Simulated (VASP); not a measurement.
# Rh in VASP: single point with r2SCAN

Aim: the single point of Rh with r2SCAN.

All numbers are computed with VASP 6.6.1; they aren't measurements. Logs are shortened: lines on timing, memory, paths and dates and some standing lists are left out, and cuts for length are marked.

## Step 1: The cell of the first run

The cell holds a slab with vacuum, 5 atoms: a = 2.687 Å, b = 2.687 Å, c = 23.600 Å, α = 90.00°, β = 90.00°, γ = 90.00°.

## Step 2: Single point, r2SCAN

File POSCAR:

```
Rh
1.0
    2.6869887600      0.0000000000      0.0000000000
    0.0000000000      2.6869887600      0.0000000000
    0.0000000000      0.0000000000     23.6000000000
Rh
5
Direct
    0.0000000000      0.0000000000      0.3421820004
    0.5000000000      0.5000000000      0.4188998588
    0.0000000000      0.0000000000      0.5000000002
    0.5000000000      0.5000000000      0.5811001407
    0.0000000000      0.0000000000      0.6578179999
```

File INCAR.step1:

```
SYSTEM = Rh
PREC = Accurate
ENCUT = 520
ISMEAR = -1
SIGMA = 0.05
LREAL = .False.
LASPH = .True.
NELM = 80
NBANDS = 46
GGA = PE
ALGO = Normal
EDIFF = 1E-4
LWAVE = .True.
LCHARG = .False.
```

File INCAR.step2:

```
SYSTEM = Rh
PREC = Accurate
ENCUT = 520
EDIFF = 1E-6
ISMEAR = -1
SIGMA = 0.05
LREAL = .False.
LASPH = .True.
NELM = 80
ALGO = Normal
ISIF = 2
LWAVE = .False.
LCHARG = .False.
METAGGA = R2SCAN
LMIXTAU = .True.
NBANDS = 46
ISTART = 1
```

File KPOINTS:

```
Automatic mesh
0
Gamma
  15 15 1
  0 0 0
```

Potentials or basis: VASP PAW PBE potentials, release 64 (Rh_pv).

The run is started by

```bash
$ cat potpaw_PBE.64/Rh_pv/POTCAR > POTCAR
$ cp INCAR.step1 INCAR
$ mpirun -np 1 vasp_std > vasp.out
$ cp INCAR.step2 INCAR
$ mpirun -np 1 vasp_std > vasp.out
```

OUTCAR:

```text
SYSTEM = Rh
   PREC = Accurate
   ENCUT = 520
   EDIFF = 1E-6
   ISMEAR = -1
   LREAL = .False.
   LASPH = .True.
   NELM = 80
   ISIF = 2
   METAGGA = R2SCAN
   ISTART = 1

 ion  position               nearest neighbor table
   1  0.000  0.000  0.342-   2 2.62   2 2.62   2 2.62   2 2.62
   2  0.500  0.500  0.419-   1 2.62   1 2.62   1 2.62   1 2.62   3 2.70   3 2.70   3 2.70   3 2.70

   3  0.000  0.000  0.500-   4 2.70   4 2.70   4 2.70   4 2.70   2 2.70   2 2.70   2 2.70   2 2.70

   4  0.500  0.500  0.581-   5 2.62   5 2.62   5 2.62   5 2.62   3 2.70   3 2.70   3 2.70   3 2.70

   5  0.000  0.000  0.658-   4 2.62   4 2.62   4 2.62   4 2.62

  LATTYP: Found a simple tetragonal cell.
 ALAT       =     2.6869887600
 C/A-ratio  =     8.7830661413

  Lattice vectors:

 A1 = (   2.6869887600,   0.0000000000,   0.0000000000)
 A2 = (   0.0000000000,   2.6869887600,   0.0000000000)
 A3 = (   0.0000000000,   0.0000000000,  23.6000000000)

Analysis of symmetry for initial positions (statically):
=====================================================================
 Subroutine PRICEL returns:
 Original cell was already a primitive cell.

 Routine SETGRP: Setting up the symmetry group for a
 simple tetragonal supercell.

 Subroutine GETGRP returns: Found 16 space group operations
 (whereof 16 operations were pure point group operations)
 out of a pool of 16 trial point group operations.

The static configuration has the point symmetry D_4h.

Analysis of symmetry for dynamics (positions and initial velocities):
=====================================================================
 Subroutine PRICEL returns:
 Original cell was already a primitive cell.

 Routine SETGRP: Setting up the symmetry group for a
 simple tetragonal supercell.

 Subroutine GETGRP returns: Found 16 space group operations
 (whereof 16 operations were pure point group operations)
 out of a pool of 16 trial point group operations.

The dynamic configuration has the point symmetry D_4h.

 Subroutine INISYM returns: Found 16 space group operations
 (whereof 16 operations are pure point group operations),
 and found     1 'primitive' translations

----------------------------------------------------------------------------------------

[... 90 lines left out ...]
   ISTART =      1    job   : 0-new  1-cont  2-samecut
   ICHARG =      0    charge: 1-file 2-atom 10-const
   ISPIN  =      1    spin polarized calculation?
   LNONCOLLINEAR =      F non collinear calculations
   LSORBIT =      F    spin-orbit coupling
   LASPH  =      T    aspherical Exc in radial PAW
   ENCUT  =  520.0 eV  38.22 Ry    6.18 a.u.   5.00  5.00 43.88*2*pi/ulx,y,z
   NELM   =     80;   NELMIN=  2; NELMDL=  0     # of ELM steps
   EDIFF  = 0.1E-05   stopping-criterion for ELM
   LREAL  =      F    real-space projection
   EDIFFG = 0.1E-04   stopping-criterion for IOM
   NSW    =      0    number of steps for IOM
   IBRION =     -1    ionic relax: 0-MD 1-quasi-New 2-CG
   NFREE  =      0    steps in history (QN), initial steepest desc. (CG)
   ISIF   =      2    stress and relaxation
   ISYM   =      2    0-nonsym 1-usesym 2-fastsym
   POTIM  = 0.5000    time-step for ionic-motion
   TEBEG  =    0.0;   TEEND  =   0.0 temperature during run
   PSTRESS=    0.0 pullay stress
   NELECT =      75.0000    total number of electrons
   NUPDOWN=      -1.0000    fix difference up-down
   EMIN   =  10.00;   EMAX   =-10.00  energy-range for DOS
   EFERMI =   0.00;   METHOD = LEGACY
   ISMEAR =    -1;   SIGMA  =   0.05  broadening in eV -4-tet -1-fermi 0-gaus
   EFERMI_NEDOS =   21; number of points for ismear=-14 and -15
   IALGO  =     38    algorithm
   IMIX   =      4    mixing-type and parameters
     AMIX     =   0.40;   BMIX     =  1.00
     AMIX_MAG =   1.60;   BMIX_MAG =  1.00
  volume/ion in A,a.u.               =      34.08       229.97
  Fermi-wavevector in a.u.,A,eV,Ry     =   1.245319  2.353312 21.100186  1.550820
  Thomas-Fermi vector in A             =   2.379547
   LORBIT       =      0    0 simple, 1 ext, 2 COOP (PROOUT), +10 PAW based schemes
   METAGGA = R2SCAN    functional components
   LHFCALC =     F    Hartree Fock is set to
   AEXX    =    0.0000 exact exchange contribution
   IVDW    =     0    specifies the selected vdW correction
   LEPSILON=     F    determine dielectric tensor
   LRPA    =     F    only Hartree local field effects (RPA)
 non-spin polarized calculation
  energy-cutoff  :      520.00
  volume of cell :      170.39
 maximum number of plane-waves:      4622
 NGX is ok and might be reduce to    20
   NGX =  9   NGY =  9   NGZ = 87

 number of electron      74.9999999 magnetization

 Free energy of the ion-electron system (eV)
  ---------------------------------------------------
  ext. energy  EPLUGINS =         0.00000000
  ---------------------------------------------------
  free energy    TOTEN  =      -118.35357658 eV

  energy without entropy =     -118.30010298  energy(sigma->0) =     -118.32683978

 E-fermi :   1.7045     XC(G=0):  -6.8654

 val. band max:        1.7027990182   @ k =   0.2000   0.0000   0.0000
 cond. band min:       1.7134400169   @ k =   0.4000   0.0000   0.0000
 fundamental gap:      0.0106409987
 Fermi energy:         1.7045052574

 k-point     1 :       0.0000    0.0000    0.0000
  band No.  band energies     occupation
      1     -46.8148      2.00000
      2     -46.6363      2.00000
      3     -46.4051      2.00000
      4     -46.4051      2.00000
      5     -46.3622      2.00000
      6     -46.3622      2.00000
[... 1165 lines left out ...]
     45       8.1425      0.00000
     46       9.5810      0.00000

 [... further k-points ...]
[... 5 lines left out ...]
  --------------------------------------------------------------------------------------
  -------------------------------------------------------------------------------------
  Total       -1.8076933     -1.8076933      0.4042301      0.0000000     -0.0000000      0.0000000
  in kB      -16.9977573    -16.9977573      3.8009791      0.0000000     -0.0000000      0.0000000
  external PRESSURE =     -10.0648452 kB  Pullay stress =       0.0000000 kB

 VOLUME and BASIS-vectors are now :
 -----------------------------------------------------------------------------
  energy-cutoff  :      520.00
  volume of cell :      170.39
      direct lattice vectors                 reciprocal lattice vectors
     2.686988760  0.000000000  0.000000000     0.372163820  0.000000000  0.000000000
     0.000000000  2.686988760  0.000000000     0.000000000  0.372163820  0.000000000
     0.000000000  0.000000000 23.600000000     0.000000000  0.000000000  0.042372881

 POSITION                                       TOTAL-FORCE (eV/Angst)
 -----------------------------------------------------------------------------------
      0.00000      0.00000      8.07550        -0.000000      0.000000     -0.065933
      1.34349      1.34349      9.88604         0.000000     -0.000000      0.009554
      0.00000      0.00000     11.80000        -0.000000     -0.000000     -0.000000
      1.34349      1.34349     13.71396        -0.000000     -0.000000     -0.009554
      0.00000      0.00000     15.52450        -0.000000      0.000000      0.065933
 -----------------------------------------------------------------------------------
    total drift:                                0.000000      0.000000      0.000001

  FREE ENERGIE OF THE ION-ELECTRON SYSTEM (eV)
  ---------------------------------------------------
  free  energy   TOTEN  =      -118.3535765810 eV

  energy  without entropy=     -118.3001029823  energy(sigma->0) =     -118.32683978
```

Run time: 33 min. Hardware: 1 thread of Oxide Virtual Turin-like, shared host; peak memory 0.36 GiB.

What came out:

| Quantity | Value |
| --- | --- |
| Free energy | -118.3536 eV |
| Largest force | 0.066 eV/Å |

Forces on the atoms (eV/Å):
```
Rh   0.000  0.000 -0.066
Rh   0.000  0.000  0.010
Rh   0.000  0.000  0.000
Rh   0.000  0.000 -0.010
Rh   0.000  0.000  0.066
```

Caveat: the PAW data sets were made with another functional, which shifts forces and pressure a little.
